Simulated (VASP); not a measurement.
# CaO (Fm-3m) in VASP: notebook

Runs on CaO. Level: PBE. Tasks: single point, relaxation of cell and atoms.

Everything below comes from runs of VASP 6.6.1. Logs are shortened: lines on timing, memory, paths and dates and some standing lists are left out, and cuts for length are marked.

## (1) The cell of the first run

It takes space group Fm-3m (No. 225, cubic). Conventional cell: a = 4.780 Å, b = 4.780 Å, c = 4.780 Å, α = 90.00°, β = 90.00°, γ = 90.00°. Ca (site symmetry m-3m) has 6 O at 2.39 Å within 3.2 Å. Within 3.2 Å of O (site symmetry m-3m) lie 6 Ca at 2.39 Å.

## (2) Single point, PBE

INCAR

```
PREC = Accurate
ENCUT = 600
EDIFF = 1E-6
ISMEAR = 0
SIGMA = 0.1
LREAL = False
LASPH = True
NELM = 120
ALGO = Normal
ISIF = 2
LWAVE = False
LCHARG = True
GGA = PE
LELF = True
LVHAR = True
NBANDS = 15
GGA_COMPAT = False
```

KPOINTS

```
regular mesh
0
Gamma
  6 6 6
```

POSCAR

```
CaO
1.0
    0.0000000000      2.3900000000      2.3900000000
    2.3900000000      0.0000000000      2.3900000000
    2.3900000000      2.3900000000      0.0000000000
Ca O
1 1
Direct
    0.0000000000      0.0000000000      0.0000000000
    0.5000000000      0.5000000000      0.5000000000
```

Potentials or basis: VASP PAW PBE potentials, release 64 (Ca_sv, O).

On the command line:

```console
$ cat potpaw_PBE.64/Ca_sv/POTCAR potpaw_PBE.64/O/POTCAR > POTCAR
$ mpirun -np 1 vasp_std > vasp.out
```

OUTCAR:

```text
PREC = Accurate
   ENCUT = 600
   EDIFF = 1E-6
   ISMEAR = 0
   LREAL = False
   LASPH = True
   NELM = 120
   ISIF = 2
   GGA = PE

 ion  position               nearest neighbor table
   1  0.000  0.000  0.000-   2 2.39   2 2.39   2 2.39   2 2.39   2 2.39   2 2.39
   2  0.500  0.500  0.500-   1 2.39   1 2.39   1 2.39   1 2.39   1 2.39   1 2.39

  LATTYP: Found a face centered cubic cell.
 ALAT       =     4.7800000000

  Lattice vectors:

 A1 = (   0.0000000000,   2.3900000000,   2.3900000000)
 A2 = (   2.3900000000,   0.0000000000,   2.3900000000)
 A3 = (   2.3900000000,   2.3900000000,   0.0000000000)

Analysis of symmetry for initial positions (statically):
=====================================================================
 Subroutine PRICEL returns:
 Original cell was already a primitive cell.

 Routine SETGRP: Setting up the symmetry group for a
 face centered cubic supercell.

 Subroutine GETGRP returns: Found 48 space group operations
 (whereof 48 operations were pure point group operations)
 out of a pool of 48 trial point group operations.

The static configuration has the point symmetry O_h .

Analysis of symmetry for dynamics (positions and initial velocities):
=====================================================================
 Subroutine PRICEL returns:
 Original cell was already a primitive cell.

 Routine SETGRP: Setting up the symmetry group for a
 face centered cubic supercell.

 Subroutine GETGRP returns: Found 48 space group operations
 (whereof 48 operations were pure point group operations)
 out of a pool of 48 trial point group operations.

The dynamic configuration has the point symmetry O_h .

 Subroutine INISYM returns: Found 48 space group operations
 (whereof 48 operations are pure point group operations),
 and found     1 'primitive' translations

----------------------------------------------------------------------------------------

                                     Primitive cell

  volume of cell :      27.3038

  direct lattice vectors                    reciprocal lattice vectors
     0.000000000  2.390000000  2.390000000    -0.209205021  0.209205021  0.209205021
     2.390000000  0.000000000  2.390000000     0.209205021 -0.209205021  0.209205021
     2.390000000  2.390000000  0.000000000     0.209205021  0.209205021 -0.209205021

  length of vectors
     3.379970414  3.379970414  3.379970414     0.362353725  0.362353725  0.362353725

  position of ions in fractional coordinates (direct lattice)
     0.000000000  0.000000000  0.000000000
     0.500000000  0.500000000  0.500000000

  ion indices of the primitive-cell ions
   primitive index   ion index
                 1           1
                 2           2

----------------------------------------------------------------------------------------

 KPOINTS: regular mesh

Automatic generation of k-mesh.
 Grid dimensions read from file:
 generate k-points for:    6    6    6

 Generating k-lattice:

  Cartesian coordinates                     Fractional coordinates (reciprocal lattice)
    -0.034867503  0.034867503  0.034867503     0.166666667  0.000000000  0.000000000
     0.034867503 -0.034867503  0.034867503     0.000000000  0.166666667  0.000000000
     0.034867503  0.034867503 -0.034867503     0.000000000  0.000000000  0.166666667

  Length of vectors
     0.060392288  0.060392288  0.060392288

  Shift w.r.t. Gamma in fractional coordinates (k-lattice)
     0.000000000  0.000000000  0.000000000

 Subroutine IBZKPT returns following result:
 ===========================================

 Found     16 irreducible k-points:

 Following reciprocal coordinates:
            Coordinates               Weight
  0.000000  0.000000  0.000000      1.000000
  0.166667  0.000000  0.000000      8.000000
  0.333333  0.000000  0.000000      8.000000
  0.500000  0.000000  0.000000      4.000000
  0.166667  0.166667  0.000000      6.000000
  0.333333  0.166667  0.000000     24.000000
[... 8 lines left out ...]
 -0.333333  0.333333  0.166667     24.000000
 -0.333333  0.500000  0.166667     12.000000
   k-points           NKPTS =     16   k-points in BZ     NKDIM =     16   number of bands    NBANDS=     15
   number of dos      NEDOS =    301   number of ions     NIONS =      2
   total plane-waves  NPLWV =  21952
   dimension x,y,z NGX =    28 NGY =   28 NGZ =   28
   dimension x,y,z NGXF=    56 NGYF=   56 NGZF=   56
   ions per type =               1   1
   NGX,Y,Z   is equivalent  to a cutoff of  13.77, 13.77, 13.77 a.u.
   NGXF,Y,Z  is equivalent  to a cutoff of  27.54, 27.54, 27.54 a.u.
 SYSTEM =  unknown system
   PREC   = accura    normal or accurate (medium, high low for compatibility)
   ISTART =      0    job   : 0-new  1-cont  2-samecut
   ICHARG =      2    charge: 1-file 2-atom 10-const
   ISPIN  =      1    spin polarized calculation?
   LNONCOLLINEAR =      F non collinear calculations
   LSORBIT =      F    spin-orbit coupling
   LASPH  =      T    aspherical Exc in radial PAW
   ENCUT  =  600.0 eV  44.10 Ry    6.64 a.u.   6.75  6.75  6.75*2*pi/ulx,y,z
   NELM   =    120;   NELMIN=  2; NELMDL= -5     # of ELM steps
   EDIFF  = 0.1E-05   stopping-criterion for ELM
   LREAL  =      F    real-space projection
   EDIFFG = 0.1E-04   stopping-criterion for IOM
   NSW    =      0    number of steps for IOM
   IBRION =     -1    ionic relax: 0-MD 1-quasi-New 2-CG
   NFREE  =      0    steps in history (QN), initial steepest desc. (CG)
   ISIF   =      2    stress and relaxation
   ISYM   =      2    0-nonsym 1-usesym 2-fastsym
   POTIM  = 0.5000    time-step for ionic-motion
   TEBEG  =    0.0;   TEEND  =   0.0 temperature during run
   PSTRESS=    0.0 pullay stress
   NELECT =      16.0000    total number of electrons
   NUPDOWN=      -1.0000    fix difference up-down
   EMIN   =  10.00;   EMAX   =-10.00  energy-range for DOS
   EFERMI =   0.00;   METHOD = LEGACY
   ISMEAR =     0;   SIGMA  =   0.10  broadening in eV -4-tet -1-fermi 0-gaus
   EFERMI_NEDOS =   21; number of points for ismear=-14 and -15
   IALGO  =     38    algorithm
   IMIX   =      4    mixing-type and parameters
     AMIX     =   0.40;   BMIX     =  1.00
     AMIX_MAG =   1.60;   BMIX_MAG =  1.00
  volume/ion in A,a.u.               =      13.65        92.13
  Fermi-wavevector in a.u.,A,eV,Ry     =   1.369957  2.588843 25.535171  1.876782
  Thomas-Fermi vector in A             =   2.495786
   LORBIT       =      0    0 simple, 1 ext, 2 COOP (PROOUT), +10 PAW based schemes
   GGA     = PE    functional components
   LHFCALC =     F    Hartree Fock is set to
   AEXX    =    0.0000 exact exchange contribution
   IVDW    =     0    specifies the selected vdW correction
   LEPSILON=     F    determine dielectric tensor
   LRPA    =     F    only Hartree local field effects (RPA)
 non-spin polarized calculation
 Gauss-broadening in eV      SIGMA  =   0.10
  energy-cutoff  :      600.00
  volume of cell :       27.30
 maximum number of plane-waves:       941
   NGX = 13   NGY = 13   NGZ = 13

 number of electron      15.9999997 magnetization

 Free energy of the ion-electron system (eV)
  ---------------------------------------------------
  ext. energy  EPLUGINS =         0.00000000
  ---------------------------------------------------
  free energy    TOTEN  =       -12.79385618 eV

  energy without entropy =      -12.79385618  energy(sigma->0) =      -12.79385618

 E-fermi :   2.8608     XC(G=0): -10.5560

 val. band max:        2.4436876546   @ k =   0.0000   0.0000   0.0000
 cond. band min:       6.0744330119   @ k =   0.5000   0.5000   0.0000
 fundamental gap:      3.6307453573
 Fermi energy:         2.8608235242

 k-point     1 :       0.0000    0.0000    0.0000
  band No.  band energies     occupation
      1     -35.1259      2.00000
      2     -15.8777      2.00000
      3     -15.8777      2.00000
      4     -15.8777      2.00000
      5     -13.1209      2.00000
      6       2.4437      2.00000
      7       2.4437      2.00000
      8       2.4437      2.00000
      9       7.2928      0.00000
     10       8.7097      0.00000
     11       8.7097      0.00000
     12       8.7097      0.00000
     13      10.2426      0.00000
     14      10.2426      0.00000
     15      17.6215      0.00000

 k-point     2 :       0.1667    0.0000    0.0000
  band No.  band energies     occupation
      1     -35.0985      2.00000
      2     -16.2522      2.00000
      3     -15.8919      2.00000
      4     -15.8919      2.00000
      5     -12.7294      2.00000
      6       1.5761      2.00000
      7       2.0831      2.00000
      8       2.0831      2.00000
      9       8.3950      0.00000
     10       8.7021      0.00000
     11       9.1777      0.00000
     12       9.1777      0.00000
     13      10.8852      0.00000
     14      10.8852      0.00000
     15      18.5051      0.00000

 k-point     3 :       0.3333    0.0000    0.0000
  band No.  band energies     occupation
      1     -35.0430      2.00000
      2     -16.8272      2.00000
      3     -15.9199      2.00000
      4     -15.9199      2.00000
      5     -12.1159      2.00000
      6       0.2983      2.00000
      7       1.4735      2.00000
      8       1.4735      2.00000
      9       9.0390      0.00000
     10      10.2532      0.00000
     11      10.2532      0.00000
     12      10.3346      0.00000
     13      12.2072      0.00000
     14      12.2072      0.00000
     15      17.8520      0.00000
[... 199 lines left out ...]
 k-point    15 :      -0.3333    0.3333    0.1667
  band No.  band energies     occupation
      1     -34.9896      2.00000
      2     -16.6661      2.00000
      3     -16.2254      2.00000
      4     -16.0830      2.00000
      5     -12.3056      2.00000
      6       0.7016      2.00000
      7       1.3434      2.00000
      8       1.4185      2.00000
      9       9.0366      0.00000
     10       9.0420      0.00000
     11      11.2373      0.00000
     12      11.6441      0.00000
     13      12.6644      0.00000
     14      15.5122      0.00000
     15      16.3757      0.00000

 k-point    16 :      -0.3333    0.5000    0.1667
  band No.  band energies     occupation
      1     -34.9814      2.00000
      2     -16.4172      2.00000
      3     -16.2879      2.00000
      4     -16.2193      2.00000
      5     -12.5638      2.00000
      6       1.2356      2.00000
      7       1.3511      2.00000
      8       1.6339      2.00000
      9       7.4914      0.00000
     10      10.1918      0.00000
     11      10.8980      0.00000
     12      12.0943      0.00000
     13      12.2616      0.00000
     14      15.5430      0.00000
     15      16.3184      0.00000

------------------------ aborting loop because EDIFF is reached ----------------------------------------

  FORCE on cell =-STRESS in cart. coord.  units (eV):
  Direction    XX          YY          ZZ          XY          YZ          ZX
  --------------------------------------------------------------------------------------
  -------------------------------------------------------------------------------------
  Total        0.6967346      0.6967346      0.6967346      0.0000000      0.0000000      0.0000000
  in kB       40.8840820     40.8840820     40.8840820      0.0000000      0.0000000      0.0000000
  external PRESSURE =      40.8840820 kB  Pullay stress =       0.0000000 kB

 VOLUME and BASIS-vectors are now :
 -----------------------------------------------------------------------------
  energy-cutoff  :      600.00
  volume of cell :       27.30
      direct lattice vectors                 reciprocal lattice vectors
     0.000000000  2.390000000  2.390000000    -0.209205021  0.209205021  0.209205021
     2.390000000  0.000000000  2.390000000     0.209205021 -0.209205021  0.209205021
     2.390000000  2.390000000  0.000000000     0.209205021  0.209205021 -0.209205021

 POSITION                                       TOTAL-FORCE (eV/Angst)
 -----------------------------------------------------------------------------------
      0.00000      0.00000      0.00000        -0.000000     -0.000000     -0.000000
      2.39000      2.39000      2.39000         0.000000      0.000000      0.000000
 -----------------------------------------------------------------------------------
    total drift:                                0.000000      0.000000      0.000000

  FREE ENERGIE OF THE ION-ELECTRON SYSTEM (eV)
  ---------------------------------------------------
  free  energy   TOTEN  =       -12.7938561782 eV

  energy  without entropy=      -12.7938561782  energy(sigma->0) =      -12.79385618
```

Wall time 26 s (1 thread of Intel Xeon 8259CL, shared host); peak memory 0.13 GiB.

Results:

```
Free energy            : -12.7939 eV
Pressure               : 4.1 GPa
Band gap on the k mesh : 3.63 eV (least direct gap 4.00 eV)
```

Levels at points of the mesh, in eV from the valence-band top:
```
           k point  band 5  band 6  band 7  band 8  band 9  band 10  band 11  band 12
(0.00, 0.00, 0.00)  -15.56    0.00    0.00    0.00    4.85     6.27     6.27     6.27
(0.50, 0.00, 0.00)  -14.30   -2.68   -1.24   -1.24    7.13     8.45     8.45     8.63
(0.50, 0.50, 0.00)  -15.33   -1.29   -0.37   -0.37    3.63     8.17     8.99     9.65
```

Caveat: the cell stands under pressure.

## (3) Single point, PBE

This run uses another cell than the first one, of 14.09 Å³/atom.

INCAR

```
  PREC = Accurate
  ENCUT = 600
  EDIFF = 1E-6
  ISMEAR = 0
  SIGMA = 0.02
  LREAL = False
  LASPH = True
  NELM = 120
  ALGO = Normal
  ISIF = 2
  LWAVE = False
  LCHARG = False
  GGA = PE
  NBANDS = 15
  GGA_COMPAT = False
```

KPOINTS

```
regular mesh
0
Gamma
  8 8 8
```

POSCAR

```
CaO
1.0
    0.0000000000      2.4153650891      2.4153650891
    2.4153650891      0.0000000000      2.4153650891
    2.4153650891      2.4153650891      0.0000000000
Ca O
1 1
Direct
    0.0000000000      0.0000000000      0.0000000000
    0.5000000000      0.5000000000      0.5000000000
```

Potentials or basis: VASP PAW PBE potentials, release 64 (Ca_sv, O).

On the command line:

```console
$ cat potpaw_PBE.64/Ca_sv/POTCAR potpaw_PBE.64/O/POTCAR > POTCAR
$ mpirun -np 1 vasp_std > vasp.out
```

Wall time 38 s (1 thread of Intel Xeon 8259CL, shared host); peak memory 0.13 GiB.

Results (log left out):

| Quantity | Value |
| --- | --- |
| Free energy | -12.8076 eV |
| Pressure | 0.4 GPa |
| Band gap on the k mesh | 3.64 eV (least direct gap 4.02 eV) |

Levels at points of the mesh, in eV from the valence-band top:
```csv
k point,band 6,band 7,band 8,band 9,band 10,band 11
"(0.00, 0.00, 0.00)",0.00,0.00,0.00,4.59,6.19,6.19
"(0.50, 0.00, 0.00)",-2.60,-1.17,-1.17,6.98,8.27,8.27
"(0.50, 0.50, 0.00)",-1.31,-0.38,-0.38,3.64,7.93,8.81
```

## (4) Relaxation of cell and atoms, PBE

INCAR

```
SYSTEM = CaO
PREC     = Accurate       ! precision mode
ENCUT    = 600            ! plane-wave cutoff, eV
EDIFF    = 1E-7           ! SCF threshold, eV
ISMEAR   = 0              ! smearing method
SIGMA    = 0.02           ! smearing width, eV
LREAL    = .FALSE.        ! projectors in reciprocal space
LASPH    = .TRUE.         ! aspherical terms in the spheres
NELM     = 120            ! most SCF steps
ALGO     = Normal         ! electronic algorithm
ISIF     = 3              ! what is computed and relaxed
LWAVE    = .FALSE.        ! write WAVECAR
LCHARG   = .FALSE.        ! write CHGCAR
GGA      = PE             ! functional
IBRION   = 2              ! ionic algorithm
NSW      = 100            ! ionic steps
EDIFFG   = -0.002         ! ionic threshold
GGA_COMPAT= .FALSE.      
NELMIN   = 4
```

KPOINTS

```
regular mesh
0
G
  8 8 8
  0 0 0
```

POSCAR

```
CaO
1.0
    0.0000000000      2.3900000000      2.3900000000
    2.3900000000      0.0000000000      2.3900000000
    2.3900000000      2.3900000000      0.0000000000
Ca O
1 1
Direct
    0.0000000000      0.0000000000      0.0000000000
    0.5000000000      0.5000000000      0.5000000000
```

On the command line:

```console
$ cat potpaw_PBE.64/Ca_sv/POTCAR potpaw_PBE.64/O/POTCAR > POTCAR
$ mpirun -np 1 vasp_std > vasp.out
```

Run time: 1.7 min. Hardware: 1 thread of Intel Xeon 8259CL, shared host; peak memory 0.14 GiB.

It converged, with:

```
Free energy                           : -12.8064 eV
Relaxed volume                        : 14.15 Å³/atom
Relaxed cell                          : a = 3.421 Å, b = 3.421 Å, c = 3.421 Å, α = 60.00°, β = 60.00°, γ = 60.00°
Space group after relaxing (to 0.1 Å) : Fm-3m (No. 225)
Energy gained by relaxing             : 6.3 meV/atom
Ionic steps                           : 3
Pressure after relaxing               : 0.0 GPa
Band gap on the k mesh                : 3.64 eV (least direct gap 4.02 eV)
```

Step by step:
```csv
step,energy change (eV),largest force (eV/Å),pressure (GPa),volume (Å³)
1,0.0000,0.0000,4.12,27.30
2,-0.0107,0.0000,-1.44,28.71
3,-0.0125,0.0000,0.01,28.31
```

Final structure:
```
CELL_PARAMETERS angstrom
0.00000 2.41897 2.41897
2.41897 0.00000 2.41897
2.41897 2.41897 0.00000
ATOMIC_POSITIONS crystal
Ca 0.00000 0.00000 0.00000
O 0.50000 0.50000 0.50000
```

Levels at points of the mesh, in eV from the valence-band top:
| k point | band 4 | band 5 | band 6 | band 7 | band 8 | band 9 | band 10 | band 11 | band 12 |
| --- | --- | --- | --- | --- | --- | --- | --- | --- | --- |
| (0.00, 0.00, 0.00) | -18.49 | -15.49 | 0.00 | 0.00 | 0.00 | 4.56 | 6.18 | 6.18 | 6.18 |
| (0.50, 0.00, 0.00) | -18.55 | -14.38 | -2.59 | -1.16 | -1.16 | 6.96 | 8.25 | 8.25 | 8.36 |
| (0.50, 0.50, 0.00) | -18.71 | -15.26 | -1.31 | -0.38 | -0.38 | 3.64 | 7.90 | 8.78 | 9.40 |

A k mesh can miss the band edges.

## (5) Overview

```csv
task,cell,k mesh,smearing,gap on the mesh (eV),pressure (GPa)
single point,"a = 3.380 Å, angles 60.0°, 2 atoms",6 × 6 × 6,gaussian 0.1 eV,3.63,4.1
single point,"a = 3.416 Å, angles 60.0°, 2 atoms",8 × 8 × 8,gaussian 0.02 eV,3.64,0.4
relaxation of cell and atoms,"relaxed from a = 3.380 Å, angles 60.0°, 2 atoms",8 × 8 × 8,gaussian 0.02 eV,3.64,0.0
```

Alike in all rows: level PBE; potentials or basis VASP PAW PBE potentials, release 64 (Ca_sv, O); no spin polarisation; cutoff (eV) 600.

Caveats: the cell stands under pressure (at least some runs).

Total energies depend on the potentials used, so only differences within one code and one set of settings carry meaning.
